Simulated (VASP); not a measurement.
Write the native input for VASP 6.6.1 that does the following.

```yaml
Task: single point
Functional: PBEsol
Potentials_or_basis: VASP PAW PBE potentials, release 64 (Cu, Zn, Se)
Cutoff: 520 eV
k_mesh: 3 × 3 × 3
Occupations: gaussian, width 0.05 eV
Spin: collinear spin, zero start
Starting_moments: "[0.0, 0.0, 0.0, 0.0, 0.0, 0.0, 0.0, 0.0, 0.0, 0.0, 0.0, 0.0, 0.0, 0.0, 0.0, 0.0] μB"
Hubbard_terms: Cu d U = 5.0 eV
Dipole_correction: no
Further_INCAR_settings: LREAL = Auto; ALGO = Normal; EDIFF = 1e-06; NBANDS = 90
```

The structure of Zn7CuSe8 lies in POSCAR:

```
Zn7CuSe8
1.0
    0.0000000000      5.6676000000      5.6676000000
    5.6676000000      0.0000000000      5.6676000000
    5.6676000000      5.6676000000      0.0000000000
Cu Zn Se
1 7 8
Direct
    1.0000000000      1.0000000000      0.0000000000
    0.0026788022      0.0026788022      0.4973211978
    0.0026788022      0.4973211978      0.0026788022
    0.0026788022      0.4973211978      0.4973211978
    0.4973211978      0.0026788022      0.0026788022
    0.4973211978      0.0026788022      0.4973211978
    0.4973211978      0.4973211978      0.0026788022
    0.5000000000      0.5000000000      0.5000000000
    0.1230622002      0.1230622002      0.1230622002
    0.1230622002      0.1230622002      0.6308133993
    0.1230622002      0.6308133993      0.1230622002
    0.1243922115      0.6252025962      0.6252025962
    0.6308133993      0.1230622002      0.1230622002
    0.6252025962      0.1243922115      0.6252025962
    0.6252025962      0.6252025962      0.1243922115
    0.6252025962      0.6252025962      0.6252025962
```

One way to write it, as run:

INCAR

```
SYSTEM = Zn7CuSe8
PREC = Accurate
ENCUT = 520
EDIFF = 1E-6
ISMEAR = 0
SIGMA = 0.05
LREAL = Auto
LASPH = .True.
NELM = 150
ALGO = Normal
ISIF = 2
LWAVE = .False.
LCHARG = .False.
ISPIN = 2
MAGMOM = 0 0 0 0 0 0 0 0 0 0 0 0 0 0 0 0
LORBIT = 11
LMAXMIX = 4
LDAU = .True.
LDAUTYPE = 2
LDAUL = 2 -1 -1
LDAUU = 5 0 0
LDAUJ = 0 0 0
LDAUPRINT = 1
GGA = PS
NBANDS = 90
```

KPOINTS

```
regular mesh
0
Gamma
  3 3 3
  0 0 0
```

Potentials or basis: VASP PAW PBE potentials, release 64 (Cu, Zn, Se).

Run with:

```bash
$ cat potpaw_PBE.64/Cu/POTCAR potpaw_PBE.64/Zn/POTCAR potpaw_PBE.64/Se/POTCAR > POTCAR
$ mpirun -np 1 vasp_std > vasp.out
```

It gave:

The pressure is -1.9 GPa. The largest force is 0.100 eV/Å. The net moment is 0.01 μB per cell and the valence electrons inside the program's atomic spheres are Cu 10.07; Zn 10.76, 10.77 (each value once); Se 3.85, 3.87 (each value once).

Caveat: no moment was typed at the start, so none could form; the PAW data sets were made with another functional, which shifts forces and pressure a little.

It took 5.6 min on 1 thread of Intel(R) Xeon(R) 6975P-C (Granite Rapids), with other jobs on the host, peak memory 0.74 GiB.
